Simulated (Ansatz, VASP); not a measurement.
# One calculation of AlN, two programs

POSCAR

```
AlN
1.0
    3.1130000000      0.0000000000      0.0000000000
   -1.5565000000      2.6959370820      0.0000000000
    0.0000000000      0.0000000000      4.9810000000
Al N
2 2
Direct
    0.3333333333      0.6666666667      0.0000000000
    0.6666666667      0.3333333333      0.5000000000
    0.3333333333      0.6666666667      0.3800000000
    0.6666666667      0.3333333333      0.8800000000
```

File INCAR.step1:

```
SYSTEM = AlN
PREC = Accurate ; ENCUT = 520
EDIFF = 1E-5 ; ISMEAR = 0
SIGMA = 0.1 ; LREAL = .False.
LASPH = .True. ; NELM = 120
ALGO = Normal ; ISIF = 2
LWAVE = .True. ; GGA = PE
NBANDS = 16 ; GGA_COMPAT = .False.
```

Contents of INCAR.step2:

```
SYSTEM = AlN
PREC = Accurate ; ENCUT = 520
EDIFF = 1E-6 ; ISMEAR = 0
SIGMA = 0.1 ; LREAL = .False.
LASPH = .True. ; NELM = 120
ALGO = Normal ; ISIF = 2
LWAVE = .False. ; LCHARG = .True.
GGA = PE ; LHFCALC = .True.
HFSCREEN = 0.2079 ; PRECFOCK = Normal
LELF = .True. ; LVHAR = .True.
ISTART = 1 ; NBANDS = 16
GGA_COMPAT = .False.
```

KPOINTS

```
regular mesh
0
Gamma
  6 6 4
  0 0 0
```

Input for Ansatz:

```yaml
crystal:
  lattice:
    - [3.113, 0.0, 0.0]
    - [-1.5565, 2.695937082, 0.0]
    - [0.0, 0.0, 4.981]
  atoms:
    - { symbol: Al, position: [0.3333333333, 0.6666666667, 0.0] }
    - { symbol: Al, position: [0.6666666667, 0.3333333333, 0.5] }
    - { symbol: "N", position: [0.3333333333, 0.6666666667, 0.38] }
    - { symbol: "N", position: [0.6666666667, 0.3333333333, 0.88] }
basis:
  ecutwfc: 420
kpoints:
  mp_grid: { grid: [6, 6, 4] }
hamiltonian:
  xc: hse06
scf:
  occupations: { method: gaussian, width: 0.1 }
output:
  forces: true
  stress: true
  eigenvalues: true
```

Alike in both runs: task single point; functional HSE06; k mesh 6 × 6 × 4; occupations gaussian, width 0.1 eV; no spin polarisation.

```csv
,VASP,Ansatz
version,VASP 6.6.1,Ansatz 0.2.0
potentials or method,"VASP PAW PBE potentials, release 64 (Al, N), cutoff 520 eV","scalar-relativistic, plane waves, PAW"
valence electrons in the cell,16,16
```

Ansatz gave:

```
gap on the k mesh at the Fermi level (eV)                     : 5.58
least direct gap on the mesh (eV)                             : 5.58
pressure (GPa)                                                : -1.6
traceless stress, the component that is largest in VASP (GPa) : 0.98
rms of the force components (eV/Å)                            : 0.076
```

Q: Estimate VASP's values.

A: gap on the k mesh at the Fermi level (eV): 5.57; least direct gap on the mesh (eV): 5.57; pressure (GPa): -1.7; traceless stress, the component that is largest in VASP (GPa): 1.08; rms of the force components (eV/Å): 0.074.

Atom by atom the forces differ by 0.002 eV/Å (rms over components). Ansatz's warnings: stress exchange threshold loose, stress scf threshold loose.
